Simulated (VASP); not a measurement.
# CuO: single point with PBEsol

Crystal: CuO.

```
Cu O
1.0
     2.87950    0.00000    0.00000
     0.03907    2.87928    0.00000
     0.01750    0.01724    5.17634
Cu O
2 2
Cartesian
  1.4485 0.0086 2.5882
  0.0195 1.4396 0.0000
  0.0479 2.8788 1.2947
  2.8881 0.0177 3.8817
```

```
Program                : VASP 6.6.1
Task                   : single point
Functional             : PBEsol
Potentials or basis    : VASP PAW PBE potentials, release 64 (Cu_sv_GW, O)
Cutoff                 : 820 eV
k mesh                 : 7 × 7 × 4
Occupations            : gaussian, width 0.1 eV
Spin                   : no spin polarisation
Dipole correction      : no
Further INCAR settings : ALGO = Normal; EDIFF = 1e-06; NBANDS = 33
```

```json
{
  "Pressure": "-2.5 GPa",
  "Largest force": "0.013 eV/Å",
  "Band gap on the k mesh": "zero (bands 25 and 26 overlap by 1.12 eV)"
}
```

Forces in eV/Å, atoms in the order of the input:
```
Cu   0.000  0.000  0.000
Cu   0.000  0.000  0.000
O   -0.006  0.008 -0.009
O    0.006 -0.008  0.009
```

Stress tensor (GPa, compression positive):
```
-1.21 -0.09 -0.02
-0.09 -1.24 -0.01
-0.02 -0.01 -5.00
```

Levels at points of the mesh, in eV from the Fermi level:
| k point | band 22 | band 23 | band 24 | band 25 | band 26 | band 27 | band 28 | band 29 |
| --- | --- | --- | --- | --- | --- | --- | --- | --- |
| (0.00, 0.00, 0.00) | -2.42 | -2.34 | -2.04 | 0.65 | 0.69 | 1.40 | 6.01 | 7.25 |
| (0.00, 0.00, 0.50) | -2.38 | -1.56 | -1.56 | 0.08 | 0.08 | 3.48 | 3.48 | 11.42 |

Run time: 5.1 min on 1 thread of Intel(R) Xeon(R) Platinum 8375C CPU @ 2.90GHz (Ice Lake), on a shared host, peak memory 0.38 GiB.

Caveat: the PAW data sets were made with another functional, which shifts forces and pressure a little; semilocal functionals often make such compounds metallic where correlation or magnetic order opens a gap, which also shifts bond lengths. With open d or f shells a metallic result of PBEsol can be an artefact of self-interaction; +U or a hybrid may open a gap.
